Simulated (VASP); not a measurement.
A run of VASP 6.6.1:

Contents of INCAR:

```
SYSTEM = SnSe
PREC = Accurate
ENCUT = 520
EDIFF = 1E-6
ISMEAR = 0
SIGMA = 0.05
LREAL = .False.
LASPH = .True.
NELM = 80
ALGO = Normal
ISIF = 2
LWAVE = .False.
LCHARG = .True.
GGA = CA
LELF = .True.
LVHAR = .True.
NBANDS = 28
```

The input KPOINTS:

```
regular mesh
0
Gamma
  6 6 4
  0 0 0
```

POSCAR

```
SnSe
1.0
    4.2527474225      0.0000000000      0.0000000000
    0.0000000000      4.2527474225      0.0000000000
    0.0000000000      0.0000000000     10.9796229033
Sn Se
2 2
Direct
    0.5000000000      0.0000000000      0.3781633345
    0.0000000000      0.5000000000      0.6218366655
    0.5000000000      0.0000000000      0.6217782147
    0.0000000000      0.5000000000      0.3782217853
```

Potentials or basis: VASP PAW LDA potentials, release 64 (Sn_d, Se).

Run with:

```bash
$ cat potpaw_LDA.64/Sn_d/POTCAR potpaw_LDA.64/Se/POTCAR > POTCAR
$ mpirun -np 1 vasp_std > vasp.out
```

Hardware: 1 thread of Intel(R) Xeon(R) 6975P-C (Granite Rapids) (shared host).

Question: Estimate the wall time of this run.

Answer: Run time: 91 s on 1 thread of Intel(R) Xeon(R) 6975P-C (Granite Rapids) (shared host), peak memory 0.32 GiB. Counts: scf iterations 17, k points 30.
